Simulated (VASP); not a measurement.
# HfN (P6_3/mmc) in VASP: further runs

HfN is run at these levels: PBEsol; tasks: relaxation of cell and atoms.

Program: VASP 6.6.1. These are calculated values, not measurements. Logs are shortened: lines on timing, memory, paths and dates and some standing lists are left out, and cuts for length are marked.

## 1. The cell of the first run

It takes space group P6_3/mmc (No. 194, hexagonal). Conventional cell: a = 3.062 Å, b = 3.062 Å, c = 5.279 Å, α = 90.00°, β = 90.00°, γ = 120.00°. Within 2.9 Å of Hf (site symmetry -6m2) lie 6 N at 2.21 Å. N (site symmetry -3m) has 6 Hf at 2.21 Å and 2 N at 2.64 Å within 2.9 Å.

## 2. Relaxation of cell and atoms, PBEsol, target pressure 20 GPa, at which the enthalpy is minimised

INCAR

```
ALGO = Normal ; EDIFF = 1E-6
EDIFFG = -0.008 ; ENCUT = 600
GGA = PS ; IBRION = 2
ISIF = 3 ; ISMEAR = 0
LASPH = True ; LCHARG = False
LREAL = False ; LWAVE = False
NELM = 80 ; NSW = 70
PREC = Accurate ; PSTRESS = 200.0
SIGMA = 0.1
```

KPOINTS

```
k-points
0
Gamma
  18 18 8
```

POSCAR

```
HfN
1.0
    3.0616561899      0.0000000000      0.0000000000
   -1.5308280950      2.6514720381      0.0000000000
    0.0000000000      0.0000000000      5.2785822898
Hf N
2 2
Direct
    0.6666666667      0.3333333333      0.7500000000
    0.3333333333      0.6666666667      0.2500000000
    0.0000000000      0.0000000000      0.0000000000
    0.0000000000      0.0000000000      0.5000000000
```

Potentials or basis: VASP PAW PBE potentials, release 64 (Hf_pv, N).

Run with:

```sh
> cat potpaw_PBE.64/Hf_pv/POTCAR potpaw_PBE.64/N/POTCAR > POTCAR
> mpirun -np 1 vasp_std > vasp.out
```

OUTCAR:

```text
EDIFF = 1E-6
   EDIFFG = -0.008
   ENCUT = 600
   GGA = PS
   IBRION = 2
   ISIF = 3
   ISMEAR = 0
   LASPH = True
   LREAL = False
   NELM = 80
   NSW = 70
   PREC = Accurate
   PSTRESS = 200.0

 ion  position               nearest neighbor table
   1  0.667  0.333  0.750-   3 2.21   4 2.21   3 2.21   4 2.21   3 2.21   4 2.21   2 3.18   2 3.18
                             2 3.18   2 3.18   2 3.18   2 3.18
   2  0.333  0.667  0.250-   3 2.21   4 2.21   3 2.21   4 2.21   3 2.21   4 2.21   1 3.18   1 3.18
                             1 3.18   1 3.18   1 3.18   1 3.18
   3  0.000  0.000  0.000-   1 2.21   2 2.21   1 2.21   2 2.21   1 2.21   2 2.21
   4  0.000  0.000  0.500-   1 2.21   2 2.21   1 2.21   2 2.21   1 2.21   2 2.21

  LATTYP: Found a hexagonal cell.
 ALAT       =     3.0616561899
 C/A-ratio  =     1.7240937461

  Lattice vectors:

 A1 = (   3.0616561899,   0.0000000000,   0.0000000000)
 A2 = (  -1.5308280950,   2.6514720381,   0.0000000000)
 A3 = (   0.0000000000,   0.0000000000,   5.2785822898)

Analysis of symmetry for initial positions (statically):
=====================================================================
 Subroutine PRICEL returns:
 Original cell was already a primitive cell.

 Routine SETGRP: Setting up the symmetry group for a
 hexagonal supercell.

 Subroutine GETGRP returns: Found 24 space group operations
 (whereof 12 operations were pure point group operations)
 out of a pool of 24 trial point group operations.

The static configuration has the point symmetry D_3d.
 The point group associated with its full space group is D_6h.

Analysis of symmetry for dynamics (positions and initial velocities):
=====================================================================
 Subroutine PRICEL returns:
 Original cell was already a primitive cell.

 Routine SETGRP: Setting up the symmetry group for a
 hexagonal supercell.

 Subroutine GETGRP returns: Found 24 space group operations
 (whereof 12 operations were pure point group operations)
 out of a pool of 24 trial point group operations.

The dynamic configuration has the point symmetry D_3d.
 The point group associated with its full space group is D_6h.

 Subroutine INISYM returns: Found 24 space group operations
 (whereof 12 operations are pure point group operations),
 and found     1 'primitive' translations

----------------------------------------------------------------------------------------

                                     Primitive cell

  volume of cell :      42.8510

  direct lattice vectors                    reciprocal lattice vectors
     3.061656190  0.000000000  0.000000000     0.326620606  0.188574495  0.000000000
    -1.530828095  2.651472038  0.000000000     0.000000000  0.377148990  0.000000000
     0.000000000  0.000000000  5.278582290     0.000000000  0.000000000  0.189444806

  length of vectors
     3.061656190  3.061656190  5.278582290     0.377148990  0.377148990  0.189444806

  position of ions in fractional coordinates (direct lattice)
     0.666666667  0.333333333  0.750000000
     0.333333333  0.666666667  0.250000000
     0.000000000  0.000000000  0.000000000
     0.000000000  0.000000000  0.500000000

  ion indices of the primitive-cell ions
   primitive index   ion index
                 1           1
                 2           2
                 3           3
                 4           4

----------------------------------------------------------------------------------------

 KPOINTS: k-points

Automatic generation of k-mesh.
 Grid dimensions read from file:
 generate k-points for:   18   18    8

 Generating k-lattice:

  Cartesian coordinates                     Fractional coordinates (reciprocal lattice)
     0.018145589  0.010476361  0.000000000     0.055555556  0.000000000  0.000000000
     0.000000000  0.020952722  0.000000000     0.000000000  0.055555556  0.000000000
     0.000000000  0.000000000  0.023680601     0.000000000  0.000000000  0.125000000

  Length of vectors
     0.020952722  0.020952722  0.023680601

  Shift w.r.t. Gamma in fractional coordinates (k-lattice)
     0.000000000  0.000000000  0.000000000

 Subroutine IBZKPT returns following result:
 ===========================================

 Found    185 irreducible k-points:

 Following reciprocal coordinates:
            Coordinates               Weight
  0.000000  0.000000  0.000000      1.000000
  0.055556 -0.000000  0.000000      6.000000
  0.111111 -0.000000  0.000000      6.000000
  0.166667 -0.000000  0.000000      6.000000
  0.222222 -0.000000  0.000000      6.000000
  0.277778 -0.000000  0.000000      6.000000
[... 16 lines left out ...]
  0.333333  0.111111  0.000000     12.000000
  0.388889  0.111111  0.000000     12.000000
 [... further k-points ...]
   k-points           NKPTS =    185   k-points in BZ     NKDIM =    185   number of bands    NBANDS=     19
   number of dos      NEDOS =    301   number of ions     NIONS =      4
   total plane-waves  NPLWV =  24192
   dimension x,y,z NGX =    24 NGY =   24 NGZ =   42
   dimension x,y,z NGXF=    48 NGYF=   48 NGZF=   84
   ions per type =               2   2
   NGX,Y,Z   is equivalent  to a cutoff of  13.03, 13.03, 13.23 a.u.
   NGXF,Y,Z  is equivalent  to a cutoff of  26.06, 26.06, 26.46 a.u.
 SYSTEM =  unknown system
   PREC   = accura    normal or accurate (medium, high low for compatibility)
   ISTART =      0    job   : 0-new  1-cont  2-samecut
   ICHARG =      2    charge: 1-file 2-atom 10-const
   ISPIN  =      1    spin polarized calculation?
   LNONCOLLINEAR =      F non collinear calculations
   LSORBIT =      F    spin-orbit coupling
   LASPH  =      T    aspherical Exc in radial PAW
   ENCUT  =  600.0 eV  44.10 Ry    6.64 a.u.   6.11  6.11 10.54*2*pi/ulx,y,z
   NELM   =     80;   NELMIN=  2; NELMDL= -5     # of ELM steps
   EDIFF  = 0.1E-05   stopping-criterion for ELM
   LREAL  =      F    real-space projection
   EDIFFG = -.8E-02   stopping-criterion for IOM
   NSW    =     70    number of steps for IOM
   IBRION =      2    ionic relax: 0-MD 1-quasi-New 2-CG
   NFREE  =      1    steps in history (QN), initial steepest desc. (CG)
   ISIF   =      3    stress and relaxation
   ISYM   =      2    0-nonsym 1-usesym 2-fastsym
   POTIM  = 0.5000    time-step for ionic-motion
   TEBEG  =    0.0;   TEEND  =   0.0 temperature during run
   PSTRESS=  200.0 pullay stress
   NELECT =      30.0000    total number of electrons
   NUPDOWN=      -1.0000    fix difference up-down
   EMIN   =  10.00;   EMAX   =-10.00  energy-range for DOS
   EFERMI =   0.00;   METHOD = LEGACY
   ISMEAR =     0;   SIGMA  =   0.10  broadening in eV -4-tet -1-fermi 0-gaus
   EFERMI_NEDOS =   21; number of points for ismear=-14 and -15
   IALGO  =     38    algorithm
   IMIX   =      4    mixing-type and parameters
     AMIX     =   0.40;   BMIX     =  1.00
     AMIX_MAG =   1.60;   BMIX_MAG =  1.00
  volume/ion in A,a.u.               =      10.71        72.29
  Fermi-wavevector in a.u.,A,eV,Ry     =   1.453656  2.747012 28.750687  2.113116
  Thomas-Fermi vector in A             =   2.570897
   LORBIT       =      0    0 simple, 1 ext, 2 COOP (PROOUT), +10 PAW based schemes
   GGA     = PS    functional components
   LHFCALC =     F    Hartree Fock is set to
   AEXX    =    0.0000 exact exchange contribution
   IVDW    =     0    specifies the selected vdW correction
   LEPSILON=     F    determine dielectric tensor
   LRPA    =     F    only Hartree local field effects (RPA)
 conjugate gradient relaxation of ions
 non-spin polarized calculation
 Gauss-broadening in eV      SIGMA  =   0.10
  energy-cutoff  :      600.00
  volume of cell :       42.85
 maximum number of plane-waves:      1455
   NGX = 13   NGY = 13   NGZ = 21

--------------------------------------- Ionic step        1  -------------------------------------------

 number of electron      30.0000004 magnetization

 Free energy of the ion-electron system (eV)
  ---------------------------------------------------
  ext. energy  EPLUGINS =         0.00000000
  ---------------------------------------------------
  free energy    TOTEN  =       -45.74349393 eV

  energy without entropy =      -45.74089533  energy(sigma->0) =      -45.74219463

------------------------ aborting loop because EDIFF is reached ----------------------------------------

  FORCE on cell =-STRESS in cart. coord.  units (eV):
  Direction    XX          YY          ZZ          XY          YZ          ZX
  --------------------------------------------------------------------------------------
  -------------------------------------------------------------------------------------
  Total        4.8136856      4.8136856      4.9068873     -0.0000000      0.0000000      0.0000000
  in kB      179.9813612    179.9813612    183.4661307     -0.0000000      0.0000000      0.0000000
  external PRESSURE =     -18.8570489 kB  Pullay stress =     200.0000000 kB
[... 105 lines left out ...]
  enthalpy is  TOTEN    =       -40.3957442884 eV   P V=        5.3213328932

--------------------------------------- Ionic step        4  -------------------------------------------

 number of electron      30.0000004 magnetization

 Free energy of the ion-electron system (eV)
  ---------------------------------------------------
  ext. energy  EPLUGINS =         0.00000000
  ---------------------------------------------------
  free energy    TOTEN  =       -45.71722224 eV

  energy without entropy =      -45.71465103  energy(sigma->0) =      -45.71593664

 E-fermi :   8.4461     XC(G=0): -13.3139

 val. band max:        8.4403295297   @ k =   0.2222  -0.0000   0.5000
 cond. band min:       8.4620146793   @ k =   0.1111  -0.0000   0.2500
 fundamental gap:      0.0216851496
 Fermi energy:         8.4460628431

 k-point     1 :       0.0000    0.0000    0.0000
  band No.  band energies     occupation
      1     -23.1701      2.00000
      2     -21.9982      2.00000
      3     -21.8970      2.00000
      4     -21.8970      2.00000
      5     -21.8190      2.00000
      6     -21.8190      2.00000
[... 11 lines left out ...]
     18      10.0257      0.00000
     19      10.4122      0.00000
[... 489 lines left out ...]
      3     -22.5231      2.00000
      4     -22.2750      2.00000
      5     -22.1703      2.00000
      6     -22.0548      2.00000
[... 11 lines left out ...]
     18      12.5324      0.00000
     19      14.0104      0.00000

 [... further k-points ...]

------------------------ aborting loop because EDIFF is reached ----------------------------------------

  FORCE on cell =-STRESS in cart. coord.  units (eV):
  Direction    XX          YY          ZZ          XY          YZ          ZX
  --------------------------------------------------------------------------------------
  -------------------------------------------------------------------------------------
  Total        5.3266744      5.3266744      5.3027705     -0.0000000      0.0000000      0.0000000
  in kB      200.1956607    200.1956607    199.2972671     -0.0000000      0.0000000      0.0000000
  external PRESSURE =      -0.1038038 kB  Pullay stress =     200.0000000 kB
[... 19 lines left out ...]
  FREE ENERGIE OF THE ION-ELECTRON SYSTEM (eV)
  ---------------------------------------------------
  free  energy   TOTEN  =       -45.7172222423 eV

  energy  without entropy=      -45.7146510328  energy(sigma->0) =      -45.71593664

  enthalpy is  TOTEN    =       -40.3957538503 eV   P V=        5.3214683920

 reached required accuracy - stopping structural energy minimisation
```

It took 3.3 min on 1 thread of AMD EPYC 9R45 (Zen 5), shared host; peak memory 0.28 GiB.

Results:

```yaml
Free_energy: -45.7172 eV
Relaxed_volume: 10.66 Å³/atom
Relaxed_cell: a = 3.055 Å, b = 3.055 Å, c = 5.273 Å, α = 90.00°, β = 90.00°, γ = 120.00°
Space_group_after_relaxing_to_0.1_Å: P6_3/mmc (No. 194)
Energy_change_on_relaxing_the_run_minimises_the_enthalpy: +6.6 meV/atom
Ionic_steps: 4
Pressure_after_relaxing: 20.0 GPa
Band_gap_on_the_k_mesh: zero (bands 15 and 16 overlap by 2.58 eV)
```

The path:
```
step  energy change (eV)  largest force (eV/Å)  pressure (GPa)  volume (Å³)
   1              0.0000                0.0000           18.11        42.85
   2              0.1041                0.0000           24.95        42.07
   3              0.0264                0.0000           20.01        42.63
   4              0.0263                0.0000           19.99        42.63
```

Final structure:
```
Hf N
1.0
     3.05537    0.00000    0.00000
    -1.52769    2.64603    0.00000
     0.00000    0.00000    5.27294
Hf N
2 2
Direct
  0.66667 0.33333 0.75000
  0.33333 0.66667 0.25000
  0.00000 0.00000 0.00000
  0.00000 0.00000 0.50000
```

Levels at points of the mesh, in eV from the Fermi level:
| k point | band 11 | band 12 | band 13 | band 14 | band 15 | band 16 | band 17 | band 18 | band 19 |
| --- | --- | --- | --- | --- | --- | --- | --- | --- | --- |
| (0.00, 0.00, 0.00) | -5.02 | -3.78 | -3.78 | -1.68 | -0.71 | 0.74 | 0.74 | 1.58 | 1.97 |
| (0.50, 0.00, 0.00) | -5.92 | -5.84 | -3.28 | -3.00 | -2.41 | 2.78 | 3.07 | 4.90 | 5.15 |
| (0.00, 0.00, 0.50) | -4.65 | -4.65 | -4.65 | -4.65 | 2.09 | 2.09 | 3.19 | 3.19 | 3.19 |
| (0.50, 0.00, 0.50) | -5.81 | -5.81 | -4.69 | -4.69 | -0.19 | -0.19 | 5.24 | 5.24 | 5.29 |

Caveat: the cell is relaxed towards a set pressure, so the run minimises the enthalpy, not the energy; the PAW data sets were made with another functional, which shifts forces and pressure a little; spin-orbit coupling is left out, which moves the levels of the heavy elements.

## 3. Relaxation of cell and atoms, PBEsol, target pressure 10 GPa, at which the enthalpy is minimised

This run uses another cell than the first one, of 11.04 Å³/atom.

INCAR

```
SYSTEM = HfN
  ALGO = Normal
  EDIFF = 1E-7
  EDIFFG = -0.008
  ENCUT = 600
  GGA = PS
  IBRION = 2
  ISIF = 3
  ISMEAR = 0
  LASPH = .TRUE.
  LCHARG = .FALSE.
  LREAL = .FALSE.
  LWAVE = .FALSE.
  NELM = 60
  NSW = 70
  PREC = Accurate
  PSTRESS = 100.0
  SIGMA = 0.1
```

KPOINTS

```
k-points
0
G
  18 18 8
  0 0 0
```

POSCAR

```
HfN
1.0
    3.0925985959      0.0000000000      0.0000000000
   -1.5462992980      2.6782689477      0.0000000000
    0.0000000000      0.0000000000      5.3306587632
Hf N
2 2
Direct
    0.6666666667      0.3333333333      0.7500000000
    0.3333333333      0.6666666667      0.2500000000
    0.0000000000      0.0000000000      0.0000000000
    0.0000000000      0.0000000000      0.5000000000
```

Potentials or basis: VASP PAW PBE potentials, release 64 (Hf_pv, N).

Run with:

```sh
> cat potpaw_PBE.64/Hf_pv/POTCAR potpaw_PBE.64/N/POTCAR > POTCAR
> mpirun -np 1 vasp_std > vasp.out
```

Wall time 4.8 min (1 thread of AMD EPYC 9R45 (Zen 5), shared host); peak memory 0.3 GiB.

Results (log left out):

```
Free energy                                                : -45.8341 eV
Relaxed volume                                             : 10.97 Å³/atom
Relaxed cell                                               : a = 3.086 Å, b = 3.086 Å, c = 5.320 Å, α = 90.00°, β = 90.00°, γ = 120.00°
Space group after relaxing (to 0.1 Å)                      : P6_3/mmc (No. 194)
Energy change on relaxing (the run minimises the enthalpy) : +4.0 meV/atom
Ionic steps                                                : 3
Pressure after relaxing                                    : 10.0 GPa
Band gap on the k mesh                                     : zero (bands 15 and 16 overlap by 2.49 eV)
```

Stress tensor (GPa, compression positive):
```
 9.94  0.00  0.00
 0.00  9.94  0.00
 0.00  0.00 10.11
```

The path:
```csv
step,energy change (eV),largest force (eV/Å),pressure (GPa),volume (Å³)
1,0.0000,0.0000,7.90,44.15
2,0.0648,0.0000,14.91,43.24
3,0.0159,0.0000,10.00,43.87
```

Final structure:
```
Hf N
1.0
     3.08567    0.00000    0.00000
    -1.54283    2.67227    0.00000
     0.00000    0.00000    5.32007
Hf N
2 2
Direct
  0.66667 0.33333 0.75000
  0.33333 0.66667 0.25000
  0.00000 0.00000 0.00000
  0.00000 0.00000 0.50000
```

Levels at points of the mesh, in eV from the Fermi level:
```tsv
k point	band 13	band 14	band 15	band 16	band 17	band 18
(0.00, 0.00, 0.00)	-3.70	-1.67	-0.66	0.74	0.74	1.38
(0.50, 0.00, 0.00)	-3.27	-2.93	-2.39	2.67	2.95	4.72
(0.00, 0.00, 0.50)	-4.55	-4.55	2.02	2.02	3.10	3.10
(0.50, 0.00, 0.50)	-4.61	-4.61	-0.22	-0.22	5.05	5.05
```

Caveat: the cell is relaxed towards a set pressure, so the run minimises the enthalpy, not the energy; the PAW data sets were made with another functional, which shifts forces and pressure a little; spin-orbit coupling is left out, which moves the levels of the heavy elements.

(Part 1 of 2 ends here.)
